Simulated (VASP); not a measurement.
Input of a VASP 6.6.1 run:

Contents of INCAR:

```
SYSTEM = C2O3
PREC = Accurate
ENCUT = 520
EDIFF = 1E-6
ISMEAR = -1
SIGMA = 0.06122561905347299
LREAL = .FALSE.
LASPH = .TRUE.
NELM = 100
ALGO = Normal
ISIF = 2
LWAVE = .FALSE.
LCHARG = .TRUE.
GGA = PE
LELF = .TRUE.
LVHAR = .TRUE.
NBANDS = 37
```

KPOINTS

```
Automatic mesh
0
G
  13 13 13
  0 0 0
```

Contents of POSCAR:

```
C2O3
1.0
    4.2991554447      0.0000000000      0.0000000000
    0.0000000000      4.2991554447      0.0000000000
    0.0000000000      0.0000000000      4.2991554447
C O
4 6
Direct
    0.2500000000      0.2500000000      0.2500000000
    0.7500000000      0.7500000000      0.2500000000
    0.7500000000      0.2500000000      0.7500000000
    0.2500000000      0.7500000000      0.7500000000
    0.5000000000      0.0000000000      0.0000000000
    0.0000000000      0.5000000000      0.0000000000
    0.0000000000      0.0000000000      0.5000000000
    0.5000000000      0.5000000000      0.0000000000
    0.5000000000      0.0000000000      0.5000000000
    0.0000000000      0.5000000000      0.5000000000
```

Potentials or basis: VASP PAW PBE potentials, release 64 (C, O).

Launch:

```sh
$ cat potpaw_PBE.64/C/POTCAR potpaw_PBE.64/O/POTCAR > POTCAR
$ mpirun -np 1 vasp_std > vasp.out
```

Task: Predict the band gap on the k mesh.

Result: Zero (bands 26 and 27 overlap by 0.86 eV).

Task: What does it give for the pressure?

Result: 10.5 GPa.

Caveat: the cell stands under pressure.
